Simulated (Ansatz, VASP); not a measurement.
# GaSb in VASP and in Ansatz

File INCAR:

```
SYSTEM = GaSb
PREC     = Accurate       ! precision mode
ENCUT    = 500            ! plane-wave cutoff, eV
EDIFF    = 1E-6           ! SCF threshold, eV
ISMEAR   = 0              ! smearing method
SIGMA    = 0.1            ! smearing width, eV
LREAL    = .FALSE.        ! projectors in reciprocal space
LASPH    = .TRUE.         ! aspherical terms in the spheres
NELM     = 120            ! most SCF steps
ALGO     = Normal         ! electronic algorithm
ISIF     = 2              ! what is computed and relaxed
LWAVE    = .FALSE.        ! write WAVECAR
LCHARG   = .FALSE.        ! write CHGCAR
GGA      = PE             ! functional
NBANDS   = 16             ! bands
GGA_COMPAT= .FALSE.
```

The input KPOINTS:

```
Automatic mesh
0
G
  6 6 6
  0 0 0
```

Contents of POSCAR:

```
GaSb
1.0
    0.0000000000      3.0590000200      3.0590000200
    3.0590000200      0.0000000000      3.0590000200
    3.0590000200      3.0590000200      0.0000000000
Ga Sb
1 1
Direct
    0.0000000000      0.0000000000      0.0000000000
    0.2500000000      0.2500000000      0.2500000000
```

Input for Ansatz:

```yaml
crystal:
  lattice:
    - [0.0, 3.05900002, 3.05900002]
    - [3.05900002, 0.0, 3.05900002]
    - [3.05900002, 3.05900002, 0.0]
  atoms:
    - { symbol: Ga, position: [0.0, 0.0, 0.0] }
    - { symbol: Sb, position: [0.25, 0.25, 0.25] }
basis:
  ecutwfc: 420
kpoints:
  mp_grid: { grid: [6, 6, 6] }
hamiltonian:
  xc: pbe
scf:
  occupations: { method: gaussian, width: 0.1 }
  lower_state_search: "off"
output:
  forces: true
  stress: true
  eigenvalues: true
```

Alike in both runs: task single point; functional PBE; k mesh 6 × 6 × 6; occupations gaussian, width 0.1 eV; no spin polarisation.

|  | VASP | Ansatz |
| --- | --- | --- |
| version | VASP 6.6.1 | Ansatz 0.2.0 |
| potentials or method | VASP PAW PBE potentials, release 64 (Ga_d, Sb), cutoff 500 eV | scalar-relativistic, plane waves, PAW |
| valence electrons in the cell | 18 | 28 |

```csv
,VASP,Ansatz,Ansatz less VASP
gap on the k mesh at the Fermi level (eV),none,none,-
pressure (GPa),2.5,2.4,-0.06
```

A gap of «none» marks a metal or a gap that the smearing closes. The functional is the same, so the differences come from potentials, cutoffs and numerics. VASP's potentials hold 18 valence electrons a cell and Ansatz's 28, so a difference there can come from the potentials and not from the codes.

Neither program's run includes spin-orbit coupling.
